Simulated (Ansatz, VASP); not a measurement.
**Two plane-wave programs on RhCl**

```xyz
2
Lattice="3.1382 0.0000 0.0000 0.0000 3.1382 0.0000 0.0000 0.0000 3.1382" Properties=species:S:1:pos:R:3 pbc="T T T"
Rh    0.0000    0.0000    0.0000
Cl    1.5691    1.5691    1.5691
```

Alike in both runs: functional PBE; k mesh 6 × 6 × 6; occupations gaussian, width 0.1 eV; collinear spin.

Ansatz relaxed the structure, and its values are those at the end. VASP's run is a single point on that final structure, the one shown.

|  | VASP | Ansatz |
| --- | --- | --- |
| version | VASP 6.6.1 | Ansatz 0.2.0 |
| potentials or method | VASP PAW PBE potentials, release 64 (Rh_pv, Cl), cutoff 520 eV | scalar-relativistic, plane waves, PAW |
| valence electrons in the cell | 22 | 24 |

```csv
,VASP,Ansatz,Ansatz less VASP
gap on the k mesh at the Fermi level (eV),none,none,-
pressure (GPa),0.0,0.0,0.00
net moment per atom (μB),0.00,0.00,-0.001
```

A gap of «none» marks a metal or a gap that the smearing closes. VASP's potentials hold 22 valence electrons a cell and Ansatz's 24, so a difference there can come from the potentials and not from the codes. Ansatz's warnings: seeded moment not kept.
